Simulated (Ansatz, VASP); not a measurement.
Si6As in VASP and in Ansatz

```
CELL_PARAMETERS angstrom
-3.66565 3.67257 2.45103
3.66565 -3.67257 2.45103
3.66565 3.67257 -2.45103
ATOMIC_POSITIONS crystal
Si 0.77788 0.23645 0.01433
Si 0.22212 0.23645 0.45856
Si 0.22212 0.76355 0.98567
Si 0.77788 0.76355 0.54144
Si 0.00000 0.00000 0.00000
Si 0.00000 0.50000 0.50000
As 0.50000 0.00000 0.50000
```

Alike in both runs: functional PBE; k mesh 4 × 4 × 4; occupations gaussian, width 0.2 eV; no spin polarisation.

Ansatz relaxed the structure, and its values are those at the end. VASP's run is a single point on that final structure, the one shown.

|  | VASP | Ansatz |
| --- | --- | --- |
| version | VASP 6.6.1 | Ansatz 0.2.0 |
| potentials or method | VASP PAW PBE potentials, release 64 (Si, As), cutoff 520 eV | scalar-relativistic, plane waves, PAW |
| valence electrons in the cell | 29 | 39 |

```csv
,VASP,Ansatz,Ansatz less VASP
gap on the k mesh at the Fermi level (eV),none,none,-
pressure (GPa),0.0,-0.1,-0.02
rms of the force components (eV/Å),0.005,0.003,-0.0019
```

A gap of «none» marks a metal or a gap that the smearing closes. VASP's potentials hold 29 valence electrons a cell and Ansatz's 39, so a difference there can come from the potentials and not from the codes.

The k mesh is coarse, so the values compare programs but aren't converged.
